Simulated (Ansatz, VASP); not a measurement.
# Two plane-wave programs on Tl

Contents of INCAR:

```
SYSTEM = Tl
PREC = Accurate
ENCUT = 520
EDIFF = 1E-6
ISMEAR = 0
SIGMA = 0.05
LREAL = .False.
LASPH = .True.
NELM = 80
ALGO = Fast
ISIF = 2
LWAVE = .False.
LCHARG = .True.
GGA = PE
LELF = .True.
LVHAR = .True.
NBANDS = 12
```

KPOINTS

```
regular mesh
0
Gamma
  8 8 8
  0 0 0
```

Contents of POSCAR:

```
Tl
1.0
   -1.9426495839      1.9426495839      1.9426495839
    1.9426495839     -1.9426495839      1.9426495839
    1.9426495839      1.9426495839     -1.9426495839
Tl
1
Direct
    0.0000000000      0.0000000000      0.0000000000
```

Input for Ansatz:

```yaml
crystal:
  lattice:
    - [-1.9426495839, 1.9426495839, 1.9426495839]
    - [1.9426495839, -1.9426495839, 1.9426495839]
    - [1.9426495839, 1.9426495839, -1.9426495839]
  atoms:
    - { symbol: Tl, position: [0.0, 0.0, 0.0] }
basis:
  ecutwfc: 420
  ecutrho_ratio: 4
kpoints:
  mp_grid: { grid: [8, 8, 8] }
hamiltonian:
  xc: pbe
scf:
  occupations: { method: gaussian, width: 0.05 }
output:
  forces: true
  stress: true
  eigenvalues: true
```

Alike in both runs: task single point; functional PBE; k mesh 8 × 8 × 8; occupations gaussian, width 0.05 eV; no spin polarisation.

```csv
,VASP,Ansatz
version,VASP 6.6.1,Ansatz 0.2.0
potentials or method,"VASP PAW PBE potentials, release 64 (Tl_d), cutoff 520 eV","scalar-relativistic, plane waves, PAW"
valence electrons in the cell,13,13
```

|  | VASP | Ansatz | Ansatz less VASP |
| --- | --- | --- | --- |
| gap on the k mesh at the Fermi level (eV) | none | none | - |
| pressure (GPa) | 2.4 | 2.5 | +0.05 |

A gap of «none» marks a metal or a gap that the smearing closes.

Spin-orbit coupling is off throughout.
